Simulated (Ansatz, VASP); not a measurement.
## Two plane-wave programs on TiNbAs6

INCAR

```
ALGO = Normal
EDIFF = 1E-6
EDIFFG = -0.01
ENCUT = 600
GGA = PE
IBRION = 2
ISIF = 3
ISMEAR = 0
LASPH = T
LCHARG = F
LREAL = F
LWAVE = F
NELM = 60
NSW = 100
PREC = Accurate
SIGMA = 0.1
```

The input KPOINTS:

```
k-points
0
Gamma
  8 8 8
```

POSCAR

```
TiNbAs6
1.0
    0.0000000000      4.9568452529      4.9568452529
    4.9568452529      0.0000000000      4.9568452529
    4.9568452529      4.9568452529      0.0000000000
Ti Nb As
1 1 6
Direct
    0.5000000000      0.5000000000      0.5000000000
    0.0000000000      0.0000000000      0.0000000000
    0.7466364918      0.2533635082      0.2533635082
    0.2533635082      0.7466364918      0.7466364918
    0.2533635082      0.7466364918      0.2533635082
    0.7466364918      0.2533635082      0.7466364918
    0.2533635082      0.2533635082      0.7466364918
    0.7466364918      0.7466364918      0.2533635082
```

Input for Ansatz:

```yaml
crystal:
  lattice:
    - [0.0, 4.9568452529, 4.9568452529]
    - [4.9568452529, 0.0, 4.9568452529]
    - [4.9568452529, 4.9568452529, 0.0]
  atoms:
    - { symbol: Ti, position: [0.5, 0.5, 0.5] }
    - { symbol: Nb, position: [0.0, 0.0, 0.0] }
    - { symbol: As, position: [0.7466364918, 0.2533635082, 0.2533635082] }
    - { symbol: As, position: [0.2533635082, 0.7466364918, 0.7466364918] }
    - { symbol: As, position: [0.2533635082, 0.7466364918, 0.2533635082] }
    - { symbol: As, position: [0.7466364918, 0.2533635082, 0.7466364918] }
    - { symbol: As, position: [0.2533635082, 0.2533635082, 0.7466364918] }
    - { symbol: As, position: [0.7466364918, 0.7466364918, 0.2533635082] }
basis:
  ecutwfc: 420
kpoints:
  mp_grid: { grid: [8, 8, 8] }
hamiltonian:
  xc: pbe
scf:
  occupations: { method: gaussian, width: 0.1 }
output:
  forces: true
  stress: true
  eigenvalues: true
relax:
  adjacent_minimum: "off"
  f_tol: 0.01
  max_steps: 80
  cell: { stress_tol: 0.05 }
```

Alike in both runs: task relaxation of cell and atoms; functional PBE; k mesh 8 × 8 × 8; occupations gaussian, width 0.1 eV; no spin polarisation.

```csv
,VASP,Ansatz
version,VASP 6.6.1,Ansatz 0.2.0
potentials or method,"VASP PAW PBE potentials, release 64 (Ti_sv, Nb_sv, As), cutoff 600 eV","scalar-relativistic, plane waves, PAW"
valence electrons in the cell,55,115
```

|  | VASP | Ansatz | Ansatz less VASP |
| --- | --- | --- | --- |
| gap on the k mesh at the Fermi level, each at its own relaxed structure (eV) | none | none | - |
| relaxed volume (Å³/atom) | 30.15 | 30.16 | +0.015 |
| relaxed cell length with the largest relative difference (Å) | 6.987 | 6.988 | +0.0011 |

A gap of «none» marks a metal or a gap that the smearing closes. VASP's potentials hold 55 valence electrons a cell and Ansatz's 115, so a difference there can come from the potentials and not from the codes.
